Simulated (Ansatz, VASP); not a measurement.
## Two plane-wave programs on GaSb

The input POSCAR:

```
GaSb
1.0
   -1.4641588984      2.5172742004      3.2672541310
    1.4641588984     -2.5172742004      3.2672541310
    1.4641588984      2.5172742004     -3.2672541310
Ga Sb
1 1
Direct
    0.0000000000      0.0000000000      0.0000000000
    0.5000000000      0.5000000000      0.0000000000
```

The input INCAR.step1:

```
PREC = Accurate ; ENCUT = 520
ISMEAR = 0 ; SIGMA = 0.15
LREAL = False ; LASPH = True
NELM = 100 ; NBANDS = 16
GGA = PE ; ALGO = Normal
EDIFF = 1E-4 ; LWAVE = True
LCHARG = False
```

Contents of INCAR.step2:

```
PREC = Accurate ; ENCUT = 520
EDIFF = 1E-7 ; ISMEAR = 0
SIGMA = 0.15 ; LREAL = False
LASPH = True ; NELM = 100
ALGO = Normal ; ISIF = 2
LWAVE = False ; LCHARG = False
METAGGA = R2SCAN ; LMIXTAU = True
NBANDS = 16 ; ISTART = 1
```

The input KPOINTS:

```
regular mesh
0
Gamma
  20 20 20
```

Input for Ansatz:

```yaml
crystal:
  lattice:
    - [-1.4641588984, 2.5172742004, 3.267254131]
    - [1.4641588984, -2.5172742004, 3.267254131]
    - [1.4641588984, 2.5172742004, -3.267254131]
  atoms:
    - { symbol: Ga, position: [0.0, 0.0, 0.0] }
    - { symbol: Sb, position: [0.5, 0.5, 0.0] }
basis:
  ecutwfc: 500
kpoints:
  mp_grid: { grid: [20, 20, 20] }
hamiltonian:
  xc: r2scan
scf:
  occupations: { method: gaussian, width: 0.15 }
output:
  forces: true
  stress: true
  eigenvalues: true
```

Alike in both runs: task single point; functional r2SCAN; k mesh 20 × 20 × 20; occupations gaussian, width 0.15 eV; no spin polarisation.

|  | VASP | Ansatz |
| --- | --- | --- |
| version | VASP 6.6.1 | Ansatz 0.2.0 |
| potentials or method | VASP PAW PBE potentials, release 64 (Ga_d, Sb), cutoff 520 eV | scalar-relativistic, plane waves, PAW |
| valence electrons in the cell | 18 | 28 |

Ansatz gave:

| Property | Result |
| --- | --- |
| gap on the k mesh at the Fermi level (eV) | none |
| pressure (GPa) | 2.6 |
| traceless stress, the component that is largest in VASP (GPa) | -11.53 |

Estimate VASP's values.

gap on the k mesh at the Fermi level (eV): none; pressure (GPa): 2.7; traceless stress, the component that is largest in VASP (GPa): -11.62.

VASP's potentials were made for PBE, not for r2SCAN. A gap of «none» marks a metal or a gap that the smearing closes. VASP's potentials hold 18 valence electrons a cell and Ansatz's 28, so a difference there can come from the potentials and not from the codes.

Neither program's run includes spin-orbit coupling.
